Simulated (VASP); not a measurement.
A run of VASP 6.6.1 is set up as follows.

File INCAR:

```
PREC     = Accurate       # precision mode
ENCUT    = 520            # plane-wave cutoff, eV
EDIFF    = 1E-6           # SCF threshold, eV
ISMEAR   = -1             # smearing method
SIGMA    = 0.05           # smearing width, eV
LREAL    = F              # projectors in reciprocal space
LASPH    = T              # aspherical terms in the spheres
NELM     = 150            # most SCF steps
ALGO     = Normal         # electronic algorithm
ISIF     = 2              # what is computed and relaxed
LWAVE    = F              # write WAVECAR
LCHARG   = T              # write CHGCAR
ISPIN    = 2              # spin polarisation
MAGMOM   = 1              # initial moments
LORBIT   = 11             # projections on sites
LMAXMIX  = 4              # l up to which the mixer works
GGA      = PE             # functional
LELF     = T              # ELF
LVHAR    = T            
NBANDS   = 16             # bands
```

KPOINTS

```
regular mesh
0
Gamma
  23 23 23
```

File POSCAR:

```
V
1.0
    0.0000000000      1.8289526584      1.8289526584
    1.8289526584      0.0000000000      1.8289526584
    1.8289526584      1.8289526584      0.0000000000
V
1
Direct
    0.0000000000      0.0000000000      0.0000000000
```

Potentials or basis: VASP PAW PBE potentials, release 64 (V_sv).

Command:

```console
$ cat potpaw_PBE.64/V_sv/POTCAR > POTCAR
$ mpirun -np 1 vasp_std > vasp.out
```

Problem. Predict the pressure.

Solution. 29.0 GPa.

Problem. Estimate the net moment.

Solution. 0.00 μB per cell.

Caveat: the cell stands under pressure.
